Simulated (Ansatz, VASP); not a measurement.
# Two plane-wave programs on RbTi

Contents of INCAR:

```
SYSTEM = RbTi
ALGO = Normal ; EDIFF = 1E-8
ENCUT = 520 ; GGA = PS
ISIF = 2 ; ISMEAR = -1
LASPH = .TRUE. ; LCHARG = .FALSE.
LEFG = .TRUE. ; LREAL = .FALSE.
LWAVE = .FALSE. ; NBANDS = 18
NELM = 60 ; PREC = Accurate
SIGMA = 0.03
```

KPOINTS

```
k-points
0
G
  10 10 10
  0 0 0
```

The input POSCAR:

```
RbTi
1.0
    3.9522316920      0.0000000000      0.0000000000
    0.0000000000      3.9522316920      0.0000000000
    0.0000000000      0.0000000000      3.9522316920
Rb Ti
1 1
Direct
    0.0000000000      0.0000000000      0.0000000000
    0.5000000000      0.5000000000      0.5000000000
```

Input for Ansatz:

```yaml
crystal:
  lattice:
    - [3.952231692, 0.0, 0.0]
    - [0.0, 3.952231692, 0.0]
    - [0.0, 0.0, 3.952231692]
  atoms:
    - { symbol: Rb, position: [0.0, 0.0, 0.0] }
    - { symbol: Ti, position: [0.5, 0.5, 0.5] }
kpoints:
  mp_grid: { grid: [10, 10, 10] }
scf:
  occupations: { method: fermi_dirac, width: 0.03 }
hamiltonian:
  xc: pbesol
  pseudopotentials: { kind: paw }
output:
  forces: true
  stress: true
  eigenvalues: true
  efg: { contact_densities: true }
```

Change from the starting cell: volume scaled by 0.96, PAW files.

Alike in both runs: task electric field gradients; functional PBEsol; k mesh 10 × 10 × 10; occupations fermi-dirac, width 0.03 eV; no spin polarisation.

```csv
,VASP,Ansatz
version,VASP 6.6.1,Ansatz 0.2.0
potentials or method,"VASP PAW PBE potentials, release 64 (Rb_sv, Ti_sv)","PAW with Ansatz's default frozen-core files, scalar-relativistic"
plane-wave cutoff (eV),520,420
valence electrons in the cell,21,21
```

|  | VASP | Ansatz | Ansatz less VASP |
| --- | --- | --- | --- |
| pressure (GPa) | 0.8 | 0.7 | -0.05 |

VASP's potentials were made for PBE, not for PBEsol. With one functional, cell and mesh, what is left measures potentials, basis and numerics.
